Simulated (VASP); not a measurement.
# GeSb2Te4 (I-4m2) in VASP: single point with PBEsol

Aim: the single point of GeSb2Te4 with PBEsol.

Everything below comes from runs of VASP 6.6.1. Logs are shortened: lines on timing, memory, paths and dates and some standing lists are left out, and cuts for length are marked.

### 1 The cell of the first run

Symmetry: I-4m2, No. 119, tetragonal system. The conventional cell has a = 6.014 Å, b = 6.014 Å, c = 11.888 Å, α = 90.00°, β = 90.00°, γ = 90.00°. Within 3.8 Å of Ge (site symmetry -4m2) lie 6 Te at 2.92 to 3.01 Å. Within 4.0 Å of Sb (site symmetry -4m2) lie 6 Te at 3.01 to 3.03 Å. Within 4.0 Å of Sb (site symmetry -4m2) lie 6 Te at 3.01 to 3.05 Å. Within 4.4 Å of Te (site symmetry 2mm) lie 2 Ge at 3.01 Å and 3 Sb at 3.01 to 3.05 Å and 12 Te at 4.13 to 4.32 Å. Within 3.8 Å of Te (site symmetry 2mm) lie 1 Ge at 2.92 Å and 3 Sb at 3.01 to 3.03 Å.

### 2 Single point, PBEsol

The input, INCAR:

```
SYSTEM = GeSb2Te4
ALGO = Normal
EDIFF = 1E-6
ENCUT = 520
GGA = PS
ISIF = 2
ISMEAR = 0
LASPH = .TRUE.
LCHARG = .TRUE.
LELF = .TRUE.
LREAL = .FALSE.
LVHAR = .TRUE.
LWAVE = .FALSE.
NBANDS = 33
NELM = 100
PREC = Accurate
SIGMA = 0.1
```

The input, KPOINTS:

```
k-points
0
G
  8 8 8
  0 0 0
```

The input, POSCAR:

```
GeSb2Te4
1.0
   -3.0072357705      3.0072357705      5.9442345848
    3.0072357705     -3.0072357705      5.9442345848
    3.0072357705      3.0072357705     -5.9442345848
Ge Sb Te
1 2 4
Direct
    0.0000000000      0.0000000000      0.0000000000
    0.5000000000      0.5000000000      0.0000000000
    0.2500000000      0.7500000000      0.5000000000
    0.5064895585      0.0064895585      0.5000000000
    0.2452143521      0.2452143521      0.0000000000
    0.9935104415      0.4935104415      0.5000000000
    0.7547856479      0.7547856479      0.0000000000
```

Potentials or basis: VASP PAW PBE potentials, release 64 (Ge_d, Sb, Te).

Launch:

```bash
> cat potpaw_PBE.64/Ge_d/POTCAR potpaw_PBE.64/Sb/POTCAR potpaw_PBE.64/Te/POTCAR > POTCAR
> mpirun -np 1 vasp_std > vasp.out
```

OUTCAR:

```text
SYSTEM = GeSb2Te4
   EDIFF = 1E-6
   ENCUT = 520
   GGA = PS
   ISIF = 2
   ISMEAR = 0
   LASPH = .TRUE.
   LREAL = .FALSE.
   NELM = 100
   PREC = Accurate

 ion  position               nearest neighbor table
   1  0.000  0.000  0.000-   5 2.92   7 2.92   6 3.01   4 3.01   4 3.01   6 3.01
   2  0.500  0.500  0.000-   4 3.01   6 3.01   4 3.01   6 3.01   5 3.03   7 3.03
   3  0.250  0.750  0.500-   7 3.01   5 3.01   7 3.01   5 3.01   4 3.05   6 3.05
   4  0.506  0.006  0.500-   1 3.01   2 3.01   2 3.01   1 3.01   3 3.05
   5  0.245  0.245  0.000-   1 2.92   3 3.01   3 3.01   2 3.03
   6  0.994  0.494  0.500-   2 3.01   1 3.01   1 3.01   2 3.01   3 3.05
   7  0.755  0.755  0.000-   1 2.92   3 3.01   3 3.01   2 3.03

  LATTYP: Found a body centered tetragonal cell.
 ALAT       =     6.0144715410
 C/A-ratio  =     1.9766440141

  Lattice vectors:

 A1 = (  -3.0072357705,   3.0072357705,   5.9442345848)
 A2 = (   3.0072357705,  -3.0072357705,   5.9442345848)
 A3 = (   3.0072357705,   3.0072357705,  -5.9442345848)

Analysis of symmetry for initial positions (statically):
=====================================================================
 Subroutine PRICEL returns:
 Original cell was already a primitive cell.

 Routine SETGRP: Setting up the symmetry group for a
 body centered tetragonal supercell.

 Subroutine GETGRP returns: Found  8 space group operations
 (whereof  8 operations were pure point group operations)
 out of a pool of 16 trial point group operations.

The static configuration has the point symmetry D_2d.

Analysis of symmetry for dynamics (positions and initial velocities):
=====================================================================
 Subroutine PRICEL returns:
 Original cell was already a primitive cell.

 Routine SETGRP: Setting up the symmetry group for a
 body centered tetragonal supercell.

 Subroutine GETGRP returns: Found  8 space group operations
 (whereof  8 operations were pure point group operations)
 out of a pool of 16 trial point group operations.

The dynamic configuration has the point symmetry D_2d.

 Subroutine INISYM returns: Found  8 space group operations
 (whereof  8 operations are pure point group operations),
 and found     1 'primitive' translations

----------------------------------------------------------------------------------------

                                     Primitive cell

[... 98 lines left out ...]
   ENCUT  =  520.0 eV  38.22 Ry    6.18 a.u.  13.59 13.59 13.59*2*pi/ulx,y,z
   NELM   =    100;   NELMIN=  2; NELMDL= -5     # of ELM steps
   EDIFF  = 0.1E-05   stopping-criterion for ELM
   LREAL  =      F    real-space projection
   EDIFFG = 0.1E-04   stopping-criterion for IOM
   NSW    =      0    number of steps for IOM
   IBRION =     -1    ionic relax: 0-MD 1-quasi-New 2-CG
   NFREE  =      0    steps in history (QN), initial steepest desc. (CG)
   ISIF   =      2    stress and relaxation
   ISYM   =      2    0-nonsym 1-usesym 2-fastsym
   POTIM  = 0.5000    time-step for ionic-motion
   TEBEG  =    0.0;   TEEND  =   0.0 temperature during run
   PSTRESS=    0.0 pullay stress
   NELECT =      48.0000    total number of electrons
   NUPDOWN=      -1.0000    fix difference up-down
   EMIN   =  10.00;   EMAX   =-10.00  energy-range for DOS
   EFERMI =   0.00;   METHOD = LEGACY
   ISMEAR =     0;   SIGMA  =   0.10  broadening in eV -4-tet -1-fermi 0-gaus
   EFERMI_NEDOS =   21; number of points for ismear=-14 and -15
   IALGO  =     38    algorithm
   IMIX   =      4    mixing-type and parameters
     AMIX     =   0.40;   BMIX     =  1.00
     AMIX_MAG =   1.60;   BMIX_MAG =  1.00
  volume/ion in A,a.u.               =      30.72       207.30
  Fermi-wavevector in a.u.,A,eV,Ry     =   0.993097  1.876681 13.418629  0.986241
  Thomas-Fermi vector in A             =   2.124955
   LORBIT       =      0    0 simple, 1 ext, 2 COOP (PROOUT), +10 PAW based schemes
   GGA     = PS    functional components
   LHFCALC =     F    Hartree Fock is set to
   AEXX    =    0.0000 exact exchange contribution
   IVDW    =     0    specifies the selected vdW correction
   LEPSILON=     F    determine dielectric tensor
   LRPA    =     F    only Hartree local field effects (RPA)
 non-spin polarized calculation
 Gauss-broadening in eV      SIGMA  =   0.10
  energy-cutoff  :      520.00
  volume of cell :      215.03
 maximum number of plane-waves:      5820
   NGX = 27   NGY = 27   NGZ = 27

 number of electron      47.9999998 magnetization

 Free energy of the ion-electron system (eV)
  ---------------------------------------------------
  ext. energy  EPLUGINS =         0.00000000
  ---------------------------------------------------
  free energy    TOTEN  =       -28.21168734 eV

  energy without entropy =      -28.20413028  energy(sigma->0) =      -28.20790881

 E-fermi :   5.9020     XC(G=0):  -9.5123

 val. band max:        5.8833518764   @ k =   0.5000   0.5000  -0.0000
 cond. band min:       5.9025010799   @ k =   0.3750   0.1250   0.1250
 fundamental gap:      0.0191492035
 Fermi energy:         5.9019989814

 k-point     1 :       0.0000    0.0000    0.0000
  band No.  band energies     occupation
      1     -18.8050      2.00000
      2     -18.7985      2.00000
      3     -18.7924      2.00000
      4     -18.7854      2.00000
      5     -18.7854      2.00000
      6      -7.2247      2.00000
[... 853 lines left out ...]
     32       9.4983      0.00000
     33       9.6525      0.00000

 [... further k-points ...]
[... 5 lines left out ...]
  --------------------------------------------------------------------------------------
  -------------------------------------------------------------------------------------
  Total        0.0526437      0.0526437      0.0639851      0.0000000      0.0000000     -0.0000000
  in kB        0.3922527      0.3922527      0.4767586      0.0000000      0.0000000     -0.0000000
  external PRESSURE =       0.4204213 kB  Pullay stress =       0.0000000 kB

 VOLUME and BASIS-vectors are now :
 -----------------------------------------------------------------------------
  energy-cutoff  :      520.00
  volume of cell :      215.03
      direct lattice vectors                 reciprocal lattice vectors
    -3.007235770  3.007235770  5.944234585     0.000000000  0.166265647  0.084115119
     3.007235770 -3.007235770  5.944234585     0.166265647  0.000000000  0.084115119
     3.007235770  3.007235770 -5.944234585     0.166265647  0.166265647  0.000000000

 POSITION                                       TOTAL-FORCE (eV/Angst)
 -----------------------------------------------------------------------------------
      0.00000      0.00000      0.00000         0.000000     -0.000000     -0.000000
      0.00000      0.00000      5.94423         0.000000     -0.000000     -0.000000
      3.00724     -0.00000      2.97212         0.000000     -0.000000     -0.000000
      0.00000      3.00724      0.07715        -0.000000      0.000000      0.005880
      0.00000      0.00000      2.91522        -0.000000      0.000000     -0.002357
      0.00000      3.00724      5.86708        -0.000000      0.000000     -0.005880
      0.00000      0.00000      8.97325        -0.000000      0.000000      0.002357
 -----------------------------------------------------------------------------------
    total drift:                               -0.000000      0.000000     -0.000000

  FREE ENERGIE OF THE ION-ELECTRON SYSTEM (eV)
  ---------------------------------------------------
  free  energy   TOTEN  =       -28.2116873358 eV

  energy  without entropy=      -28.2041302753  energy(sigma->0) =      -28.20790881
```

stdout:

```text
POSCAR found type information on POSCAR GeSbTe
 POSCAR found :  3 types and       7 ions
 scaLAPACK will be used
 -----------------------------------------------------------------------------
|                                                                             |
|                                                                             |
|     You enforced a specific xc type in the INCAR file but a different       |
|     I HOPE YOU KNOW WHAT YOU ARE DOING!                                     |
|                                                                             |
 -----------------------------------------------------------------------------

 LDA part: xc-table for (Slater+PW92), standard interpolation
 POSCAR, INCAR and KPOINTS ok, starting setup
 FFT: planning ... GRIDC
 FFT: planning ... GRID_SOFT
 FFT: planning ... GRID
 WAVECAR not read
 entering main loop
```

Wall time 19 min (1 thread of Intel Xeon 8259CL, shared host); peak memory 0.67 GiB.

What came out:

```
Free energy            : -28.2117 eV
Pressure               : 0.0 GPa
Largest force          : 0.006 eV/Å
Band gap on the k mesh : zero (bands 24 and 25 overlap by 0.18 eV)
```

Forces on the atoms (eV/Å):
```
Ge   0.000  0.000  0.000
Sb   0.000  0.000  0.000
Sb   0.000  0.000  0.000
Te   0.000  0.000  0.006
Te   0.000  0.000 -0.002
Te   0.000  0.000 -0.006
Te   0.000  0.000  0.002
```

Caveat: the PAW data sets were made with another functional, which shifts forces and pressure a little; spin-orbit coupling is left out, which moves the levels of the heavy elements.
